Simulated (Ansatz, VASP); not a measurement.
# Rb in VASP and in Ansatz

```
CELL_PARAMETERS angstrom
-2.95451 2.95451 2.73085
2.95451 -2.95451 2.73085
2.95451 2.95451 -2.73085
ATOMIC_POSITIONS crystal
Rb 0.00000 0.00000 0.00000
```

Alike in both runs: task single point; functional r2SCAN; k mesh 8 × 8 × 8; occupations gaussian, width 0.05 eV; no spin polarisation.

|  | VASP | Ansatz |
| --- | --- | --- |
| version | VASP 6.6.1 | Ansatz 0.2.0 |
| potentials or method | VASP PAW PBE potentials, release 64 (Rb_sv), cutoff 520 eV | scalar-relativistic, plane waves, PAW |
| valence electrons in the cell | 9 | 9 |

|  | VASP | Ansatz | Ansatz less VASP |
| --- | --- | --- | --- |
| gap on the k mesh at the Fermi level (eV) | none | none | - |
| pressure (GPa) | 0.0 | 0.0 | 0.00 |

VASP's potentials were made for PBE, not for r2SCAN. A gap of «none» marks a metal or a gap that the smearing closes.
